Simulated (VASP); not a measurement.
Here is a VASP 6.6.1 calculation.

File INCAR:

```
  ALGO = Normal
  EDIFF = 1E-7
  ENCUT = 520
  GGA = PE
  ISIF = 2
  ISMEAR = -1
  LASPH = True
  LCHARG = False
  LREAL = False
  LWAVE = False
  NBANDS = 10
  NELM = 100
  PREC = Accurate
  SIGMA = 0.05
```

Contents of KPOINTS:

```
k-points
0
Gamma
  10 10 10
```

POSCAR

```
Cs
1.0
    0.0000000000      3.3583862065      3.3583862065
    3.3583862065      0.0000000000      3.3583862065
    3.3583862065      3.3583862065      0.0000000000
Cs
1
Direct
    0.0000000000      0.0000000000      0.0000000000
```

Potentials or basis: VASP PAW PBE potentials, release 64 (Cs_sv).

Launch:

```sh
$ cat potpaw_PBE.64/Cs_sv/POTCAR > POTCAR
$ mpirun -np 1 vasp_std > vasp.out
```

Q: Predict the pressure.

A: 1.6 GPa.

Q: Estimate the band gap on the k mesh.

A: Zero (an odd number of electrons rules out a gap without spin polarisation).

Caveat: spin-orbit coupling is left out, which moves the levels of the heavy elements.
